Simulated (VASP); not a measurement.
Set up this calculation in VASP 6.6.1, as the native input.

```
Task                   : single point
Functional             : r2SCAN
Potentials or basis    : VASP PAW PBE potentials, release 64 (Cs_sv)
Cutoff                 : 520 eV
k mesh                 : 7 × 7 × 7
Occupations            : fermi-dirac, width 0.1 eV
Spin                   : no spin polarisation
Dipole correction      : no
Further INCAR settings : ALGO = Normal; EDIFF = 1e-06; NBANDS = 10
```

Cs:

```
Cs
1.0
    -3.13489    3.13489    3.13489
     3.13489   -3.13489    3.13489
     3.13489    3.13489   -3.13489
Cs
1
Cartesian
  0.0000 0.0000 0.0000
```

The input as run:

POSCAR

```
Cs
1.0
   -3.1348857123      3.1348857123      3.1348857123
    3.1348857123     -3.1348857123      3.1348857123
    3.1348857123      3.1348857123     -3.1348857123
Cs
1
Direct
    0.0000000000      0.0000000000      0.0000000000
```

INCAR.step1

```
SYSTEM = Cs
PREC = Accurate ; ENCUT = 520
ISMEAR = -1 ; SIGMA = 0.1
LREAL = .FALSE. ; LASPH = .TRUE.
NELM = 80 ; NBANDS = 10
GGA = PE ; ALGO = Normal
EDIFF = 1E-4 ; LWAVE = .TRUE.
LCHARG = .FALSE.
```

INCAR.step2

```
SYSTEM = Cs
PREC = Accurate ; ENCUT = 520
EDIFF = 1E-6 ; ISMEAR = -1
SIGMA = 0.1 ; LREAL = .FALSE.
LASPH = .TRUE. ; NELM = 80
ALGO = Normal ; ISIF = 2
LWAVE = .FALSE. ; LCHARG = .FALSE.
METAGGA = R2SCAN ; LMIXTAU = .TRUE.
NBANDS = 10 ; ISTART = 1
```

KPOINTS

```
regular mesh
0
G
  7 7 7
  0 0 0
```

Potentials or basis: VASP PAW PBE potentials, release 64 (Cs_sv).

Command:

```console
$ cat potpaw_PBE.64/Cs_sv/POTCAR > POTCAR
$ cp INCAR.step1 INCAR
$ mpirun -np 1 vasp_std > vasp.out
$ cp INCAR.step2 INCAR
$ mpirun -np 1 vasp_std > vasp.out
```

Results of the run:

The pressure is 0.0 GPa. The band gap on the k mesh is zero (an odd number of electrons rules out a gap without spin polarisation).

Caveat: the PAW data sets were made with another functional, which shifts forces and pressure a little; spin-orbit coupling is left out, which moves the levels of the heavy elements.

It took 49 s on 1 thread of Intel(R) Xeon(R) 6975P-C (Granite Rapids) (shared host), peak memory 0.26 GiB.
